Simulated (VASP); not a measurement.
The system is NiO.

```xyz
2
Lattice="0.0000 2.2835 2.2835 2.2835 0.0000 2.2835 2.2835 2.2835 0.0000" Properties=species:S:1:pos:R:3 pbc="T T T"
Ni    0.0000    0.0000    0.0000
O     1.1418    1.1418    1.1418
```

```yaml
Program: VASP 6.6.1
Task: relaxation of cell and atoms
Functional: HSE06
Potentials_or_basis: VASP PAW PBE potentials, release 64 (Ni, O)
Cutoff: 600 eV
k_mesh: 5 × 5 × 5
Occupations: fermi-dirac, width 0.05 eV
Spin: collinear spin, ferromagnetic start
Starting_moments: "[1.0, 0.0] μB"
```

At the start: pressure -11.2 GPa; volume 11.91 Å³/atom.

Where does the relaxation end?

Over 3 steps the energy falls by 34.7 meV/atom and the volume is 10.99 Å³/atom (-7.7 %); space group F-43m (No. 216, to 0.1 Å) before and after; moment 2.00 μB per cell.

The path:
| step | energy change (eV) | largest force (eV/Å) | pressure (GPa) | volume (Å³) |
| --- | --- | --- | --- | --- |
| 1 | 0.0000 | 0.0000 | -11.19 | 23.82 |
| 2 | -0.0473 | 0.0000 | 7.96 | 21.06 |
| 3 | -0.0695 | 0.0000 | -0.14 | 21.98 |

Final structure:
```
Ni O
1.0
     0.00000    2.22345    2.22345
     2.22345    0.00000    2.22345
     2.22345    2.22345    0.00000
Ni O
1 1
Direct
  0.00000 0.00000 0.00000
  0.25000 0.25000 0.25000
```

Caveat: the k points lie up to 0.49 Å⁻¹ apart in the final cell, too coarse for converged energies and pressures of a metal; the PAW data sets were made with another functional, which shifts forces and pressure a little; a cell with one magnetic atom can't hold antiferromagnetic order, which such compounds often take.
